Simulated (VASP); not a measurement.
# LiF (P6_3mc) in VASP: a series of runs

Runs on LiF. Level: LDA. Tasks: single point.

Program: VASP 6.6.1. These are calculated values, not measurements. Logs are shortened: lines on timing, memory, paths and dates and some standing lists are left out, and cuts for length are marked.

## (1) The cell of the first run

Symmetry: P6_3mc, No. 186, hexagonal system. The conventional cell has a = 2.983 Å, b = 2.983 Å, c = 4.807 Å, α = 90.00°, β = 90.00°, γ = 120.00°. Within 2.4 Å of Li (site symmetry 3m) lie 4 F at 1.80 to 1.89 Å. Within 2.4 Å of F (site symmetry 3m) lie 4 Li at 1.80 to 1.89 Å.

## (2) Single point, LDA (9.26 Å³/atom, c/a of the conventional cell at fixed volume 1.6114)

Contents of INCAR:

```
SYSTEM = LiF
PREC = Accurate
ENCUT = 520
EDIFF = 1E-7
ISMEAR = 0
SIGMA = 0.05
LREAL = .False.
LASPH = .True.
NELM = 60
ALGO = Normal
ISIF = 2
LWAVE = .False.
LCHARG = .False.
GGA = CA
NBANDS = 18
```

Contents of KPOINTS:

```
Automatic mesh
0
Gamma
  9 9 6
  0 0 0
```

Contents of POSCAR:

```
LiF
1.0
    2.9830981508      0.0000000000      0.0000000000
   -1.4915490754      2.5834387805      0.0000000000
    0.0000000000      0.0000000000      4.8069643601
Li F
2 2
Direct
    0.3333333333      0.6666666667      0.3839784076
    0.6666666667      0.3333333333      0.8839784076
    0.3333333333      0.6666666667      0.9910195924
    0.6666666667      0.3333333333      0.4910195924
```

Potentials or basis: VASP PAW LDA potentials, release 64 (Li_sv, F).

Run with:

```console
$ cat potpaw_LDA.64/Li_sv/POTCAR potpaw_LDA.64/F/POTCAR > POTCAR
$ mpirun -np 1 vasp_std > vasp.out
```

OUTCAR:

```text
SYSTEM = LiF
   PREC = Accurate
   ENCUT = 520
   EDIFF = 1E-7
   ISMEAR = 0
   LREAL = .False.
   LASPH = .True.
   NELM = 60
   ISIF = 2
   GGA = CA

 ion  position               nearest neighbor table
   1  0.333  0.667  0.384-   4 1.80   4 1.80   4 1.80   3 1.89
   2  0.667  0.333  0.884-   3 1.80   3 1.80   3 1.80   4 1.89
   3  0.333  0.667  0.991-   2 1.80   2 1.80   2 1.80   1 1.89
   4  0.667  0.333  0.491-   1 1.80   1 1.80   1 1.80   2 1.89

  LATTYP: Found a hexagonal cell.
 ALAT       =     2.9830981508
 C/A-ratio  =     1.6114000000

  Lattice vectors:

 A1 = (   2.9830981508,   0.0000000000,   0.0000000000)
 A2 = (  -1.4915490754,   2.5834387805,   0.0000000000)
 A3 = (   0.0000000000,   0.0000000000,   4.8069643601)

Analysis of symmetry for initial positions (statically):
=====================================================================
 Subroutine PRICEL returns:
 Original cell was already a primitive cell.

 Routine SETGRP: Setting up the symmetry group for a
 hexagonal supercell.

 Subroutine GETGRP returns: Found 12 space group operations
 (whereof  6 operations were pure point group operations)
 out of a pool of 24 trial point group operations.

The static configuration has the point symmetry C_3v.
 The point group associated with its full space group is C_6v.

Analysis of symmetry for dynamics (positions and initial velocities):
=====================================================================
 Subroutine PRICEL returns:
 Original cell was already a primitive cell.

 Routine SETGRP: Setting up the symmetry group for a
 hexagonal supercell.

 Subroutine GETGRP returns: Found 12 space group operations
 (whereof  6 operations were pure point group operations)
 out of a pool of 24 trial point group operations.

The dynamic configuration has the point symmetry C_3v.
 The point group associated with its full space group is C_6v.

 Subroutine INISYM returns: Found 12 space group operations
 (whereof  6 operations are pure point group operations),
 and found     1 'primitive' translations

----------------------------------------------------------------------------------------

                                     Primitive cell

  volume of cell :      37.0456

  direct lattice vectors                    reciprocal lattice vectors
     2.983098151  0.000000000  0.000000000     0.335221957  0.193540487  0.000000000
    -1.491549075  2.583438780  0.000000000     0.000000000  0.387080974  0.000000000
     0.000000000  0.000000000  4.806964360     0.000000000  0.000000000  0.208031499

  length of vectors
     2.983098151  2.983098151  4.806964360     0.387080974  0.387080974  0.208031499

  position of ions in fractional coordinates (direct lattice)
     0.333333333  0.666666667  0.383978408
     0.666666667  0.333333333  0.883978408
     0.333333333  0.666666667  0.991019592
     0.666666667  0.333333333  0.491019592

  ion indices of the primitive-cell ions
   primitive index   ion index
                 1           1
                 2           2
                 3           3
                 4           4

----------------------------------------------------------------------------------------

 KPOINTS: Automatic mesh

Automatic generation of k-mesh.
 Grid dimensions read from file:
 generate k-points for:    9    9    6

 Generating k-lattice:

  Cartesian coordinates                     Fractional coordinates (reciprocal lattice)
     0.037246884  0.021504499  0.000000000     0.111111111  0.000000000  0.000000000
     0.000000000  0.043008997  0.000000000     0.000000000  0.111111111  0.000000000
     0.000000000  0.000000000  0.034671916     0.000000000  0.000000000  0.166666667

  Length of vectors
     0.043008997  0.043008997  0.034671916

  Shift w.r.t. Gamma in fractional coordinates (k-lattice)
     0.000000000  0.000000000  0.000000000

 Subroutine IBZKPT returns following result:
 ===========================================

 Found     48 irreducible k-points:

 Following reciprocal coordinates:
            Coordinates               Weight
  0.000000  0.000000  0.000000      1.000000
  0.111111  0.000000  0.000000      6.000000
  0.222222  0.000000  0.000000      6.000000
  0.333333  0.000000  0.000000      6.000000
  0.444444  0.000000  0.000000      6.000000
  0.111111  0.111111  0.000000      6.000000
[... 16 lines left out ...]
  0.333333  0.222222  0.166667     24.000000
  0.333333  0.333333  0.166667      4.000000
 [... further k-points ...]
   k-points           NKPTS =     48   k-points in BZ     NKDIM =     48   number of bands    NBANDS=     18
   number of dos      NEDOS =    301   number of ions     NIONS =      4
   total plane-waves  NPLWV =  20736
   dimension x,y,z NGX =    24 NGY =   24 NGZ =   36
   dimension x,y,z NGXF=    48 NGYF=   48 NGZF=   72
   ions per type =               2   2
   NGX,Y,Z   is equivalent  to a cutoff of  13.38, 13.38, 12.45 a.u.
   NGXF,Y,Z  is equivalent  to a cutoff of  26.75, 26.75, 24.90 a.u.
 SYSTEM =  LiF
   PREC   = accura    normal or accurate (medium, high low for compatibility)
   ISTART =      0    job   : 0-new  1-cont  2-samecut
   ICHARG =      2    charge: 1-file 2-atom 10-const
   ISPIN  =      1    spin polarized calculation?
   LNONCOLLINEAR =      F non collinear calculations
   LSORBIT =      F    spin-orbit coupling
   LASPH  =      T    aspherical Exc in radial PAW
   ENCUT  =  520.0 eV  38.22 Ry    6.18 a.u.   5.55  5.55  8.94*2*pi/ulx,y,z
   NELM   =     60;   NELMIN=  2; NELMDL= -5     # of ELM steps
   EDIFF  = 0.1E-06   stopping-criterion for ELM
   LREAL  =      F    real-space projection
   EDIFFG = 0.1E-05   stopping-criterion for IOM
   NSW    =      0    number of steps for IOM
   IBRION =     -1    ionic relax: 0-MD 1-quasi-New 2-CG
   NFREE  =      0    steps in history (QN), initial steepest desc. (CG)
   ISIF   =      2    stress and relaxation
   ISYM   =      2    0-nonsym 1-usesym 2-fastsym
   POTIM  = 0.5000    time-step for ionic-motion
   TEBEG  =    0.0;   TEEND  =   0.0 temperature during run
   PSTRESS=    0.0 pullay stress
   NELECT =      20.0000    total number of electrons
   NUPDOWN=      -1.0000    fix difference up-down
   EMIN   =  10.00;   EMAX   =-10.00  energy-range for DOS
   EFERMI =   0.00;   METHOD = LEGACY
   ISMEAR =     0;   SIGMA  =   0.05  broadening in eV -4-tet -1-fermi 0-gaus
   EFERMI_NEDOS =   21; number of points for ismear=-14 and -15
   IALGO  =     38    algorithm
   IMIX   =      4    mixing-type and parameters
     AMIX     =   0.40;   BMIX     =  1.00
     AMIX_MAG =   1.60;   BMIX_MAG =  1.00
  volume/ion in A,a.u.               =       9.26        62.50
  Fermi-wavevector in a.u.,A,eV,Ry     =   1.333028  2.519058 24.177060  1.776964
  Thomas-Fermi vector in A             =   2.461918
   LORBIT       =      0    0 simple, 1 ext, 2 COOP (PROOUT), +10 PAW based schemes
   GGA     = CA    functional components
   LHFCALC =     F    Hartree Fock is set to
   AEXX    =    0.0000 exact exchange contribution
   IVDW    =     0    specifies the selected vdW correction
   LEPSILON=     F    determine dielectric tensor
   LRPA    =     F    only Hartree local field effects (RPA)
 non-spin polarized calculation
 Gauss-broadening in eV      SIGMA  =   0.05
  energy-cutoff  :      520.00
  volume of cell :       37.05
 maximum number of plane-waves:      1032
 NGX is ok and might be reduce to    24
   NGX = 11   NGY = 11   NGZ = 17

 number of electron      20.0000034 magnetization

 Free energy of the ion-electron system (eV)
  ---------------------------------------------------
  ext. energy  EPLUGINS =         0.00000000
  ---------------------------------------------------
  free energy    TOTEN  =       -20.79239399 eV

  energy without entropy =      -20.79239399  energy(sigma->0) =      -20.79239399

 E-fermi :  -2.2317     XC(G=0):  -9.8675

 val. band max:       -2.4357964471   @ k =   0.0000   0.0000   0.0000
 cond. band min:       5.4342060169   @ k =   0.0000   0.0000   0.0000
 fundamental gap:      7.8700024640
 Fermi energy:        -2.2316662633

 k-point     1 :       0.0000    0.0000    0.0000
  band No.  band energies     occupation
      1     -41.5640      2.00000
      2     -41.5053      2.00000
      3     -21.5635      2.00000
      4     -21.2957      2.00000
      5      -4.9100      2.00000
      6      -2.9250      2.00000
[... 10 lines left out ...]
     17      17.5486      0.00000
     18      17.5669      0.00000

 k-point     2 :       0.1111    0.0000    0.0000
  band No.  band energies     occupation
      1     -41.5576      2.00000
      2     -41.5023      2.00000
      3     -21.5463      2.00000
      4     -21.2933      2.00000
      5      -4.8376      2.00000
      6      -3.0769      2.00000
[... 10 lines left out ...]
     17      17.7358      0.00000
     18      17.8589      0.00000

 k-point     3 :       0.2222    0.0000    0.0000
  band No.  band energies     occupation
      1     -41.5409      2.00000
      2     -41.4947      2.00000
      3     -21.4993      2.00000
      4     -21.2869      2.00000
      5      -4.6520      2.00000
      6      -3.5071      2.00000
[... 10 lines left out ...]
     17      17.8357      0.00000
     18      17.9997      0.00000

 k-point     4 :       0.3333    0.0000    0.0000
  band No.  band energies     occupation
      1     -41.5207      2.00000
      2     -41.4873      2.00000
      3     -21.4372      2.00000
      4     -21.2862      2.00000
      5      -4.5401      2.00000
      6      -3.8584      2.00000
[... 10 lines left out ...]
     17      17.4926      0.00000
     18      18.3272      0.00000

 k-point     5 :       0.4444    0.0000    0.0000
  band No.  band energies     occupation
      1     -41.5055      2.00000
      2     -41.4844      2.00000
      3     -21.3841      2.00000
      4     -21.2970      2.00000
      5      -4.6900      2.00000
      6      -3.8561      2.00000
[... 10 lines left out ...]
     17      17.2767      0.00000
     18      18.8296      0.00000

 k-point     6 :       0.1111    0.1111    0.0000
  band No.  band energies     occupation
      1     -41.5461      2.00000
      2     -41.4969      2.00000
      3     -21.5140      2.00000
      4     -21.2882      2.00000
      5      -4.7035      2.00000
      6      -3.3806      2.00000
[... 10 lines left out ...]
     17      18.0918      0.00000
     18      18.3592      0.00000

 k-point     7 :       0.2222    0.1111    0.0000
  band No.  band energies     occupation
      1     -41.5275      2.00000
      2     -41.4895      2.00000
      3     -21.4592      2.00000
      4     -21.2846      2.00000
      5      -4.4999      2.00000
      6      -3.9085      2.00000
[... 10 lines left out ...]
     17      17.9464      0.00000
     18      18.5655      0.00000

 k-point     8 :       0.3333    0.1111    0.0000
  band No.  band energies     occupation
      1     -41.5094      2.00000
      2     -41.4847      2.00000
      3     -21.3997      2.00000
      4     -21.2906      2.00000
      5      -4.5782      2.00000
      6      -4.0125      2.00000
[... 10 lines left out ...]
     17      17.2681      0.00000
     18      18.9012      0.00000
[... 229 lines left out ...]
     17      17.8466      0.00000
     18      18.3917      0.00000

 k-point    20 :       0.3333    0.1111    0.1667
  band No.  band energies     occupation
      1     -41.5077      2.00000
      2     -41.4864      2.00000
      3     -21.3935      2.00000
      4     -21.2991      2.00000
      5      -4.5479      2.00000
      6      -4.0216      2.00000
[... 10 lines left out ...]
     17      17.3471      0.00000
     18      18.7775      0.00000

 k-point    21 :       0.4444    0.1111    0.1667
  band No.  band energies     occupation
      1     -41.4997      2.00000
      2     -41.4853      2.00000
      3     -21.3637      2.00000
      4     -21.3069      2.00000
      5      -4.6873      2.00000
      6      -3.9528      2.00000
[... 10 lines left out ...]
     17      16.9729      0.00000
     18      19.0032      0.00000

 k-point    22 :       0.2222    0.2222    0.1667
  band No.  band energies     occupation
      1     -41.5091      2.00000
      2     -41.4867      2.00000
      3     -21.3990      2.00000
      4     -21.2969      2.00000
      5      -4.3729      2.00000
      6      -4.2384      2.00000
[... 10 lines left out ...]
     17      17.6224      0.00000
     18      18.9942      0.00000

 k-point    23 :       0.3333    0.2222    0.1667
  band No.  band energies     occupation
      1     -41.4966      2.00000
      2     -41.4853      2.00000
      3     -21.3552      2.00000
      4     -21.3065      2.00000
      5      -4.6622      2.00000
      6      -4.0065      2.00000
[... 10 lines left out ...]
     17      16.8729      0.00000
     18      19.3453      0.00000

 k-point    24 :       0.3333    0.3333    0.1667
  band No.  band energies     occupation
      1     -41.4886      2.00000
      2     -41.4886      2.00000
      3     -21.3246      2.00000
      4     -21.3246      2.00000
      5      -4.7375      2.00000
      6      -3.7722      2.00000
[... 10 lines left out ...]
     17      16.2693      0.00000
     18      19.3352      0.00000

 [... further k-points ...]

------------------------ aborting loop because EDIFF is reached ----------------------------------------

  FORCE on cell =-STRESS in cart. coord.  units (eV):
  Direction    XX          YY          ZZ          XY          YZ          ZX
  --------------------------------------------------------------------------------------
  -------------------------------------------------------------------------------------
  Total        0.4090821      0.4090821     -0.6938726      0.0000000      0.0000000      0.0000000
  in kB       17.6923060     17.6923060    -30.0091513      0.0000000      0.0000000      0.0000000
  external PRESSURE =       1.7918202 kB  Pullay stress =       0.0000000 kB

 VOLUME and BASIS-vectors are now :
 -----------------------------------------------------------------------------
  energy-cutoff  :      520.00
  volume of cell :       37.05
      direct lattice vectors                 reciprocal lattice vectors
     2.983098151  0.000000000  0.000000000     0.335221957  0.193540487  0.000000000
    -1.491549075  2.583438780  0.000000000     0.000000000  0.387080974  0.000000000
     0.000000000  0.000000000  4.806964360     0.000000000  0.000000000  0.208031499

 POSITION                                       TOTAL-FORCE (eV/Angst)
 -----------------------------------------------------------------------------------
     -0.00000      1.72229      1.84577         0.000000     -0.000000     -0.191150
      1.49155      0.86115      4.24925         0.000000     -0.000000     -0.191150
     -0.00000      1.72229      4.76380         0.000000     -0.000000      0.191150
      1.49155      0.86115      2.36031        -0.000000      0.000000      0.191150
 -----------------------------------------------------------------------------------
    total drift:                               -0.000000     -0.000001      0.001021

  FREE ENERGIE OF THE ION-ELECTRON SYSTEM (eV)
  ---------------------------------------------------
  free  energy   TOTEN  =       -20.7923939881 eV

  energy  without entropy=      -20.7923939881  energy(sigma->0) =      -20.79239399
```

Run time: 32 s. Hardware: 1 thread of Intel Xeon 8259CL, shared host; peak memory 0.15 GiB.

Results:

| Property | Result |
| --- | --- |
| Free energy | -20.7924 eV |
| Largest force | 0.191 eV/Å |
| Band gap on the k mesh | 7.87 eV |

Forces in eV/Å, atoms in the order of the input:
```
Li   0.000  0.000 -0.191
Li   0.000  0.000 -0.191
F    0.000  0.000  0.191
F    0.000  0.000  0.191
```

Caveat: the cell differs from its parent crystal (c/a of the conventional cell at fixed volume 1.6114); the cutoff is under 1.25 times the usual one of these potentials, so pressure, stress and relaxed cells hold a basis-set (Pulay) error. A k mesh can miss the band edges.

(Continued in part 2 of 3.)
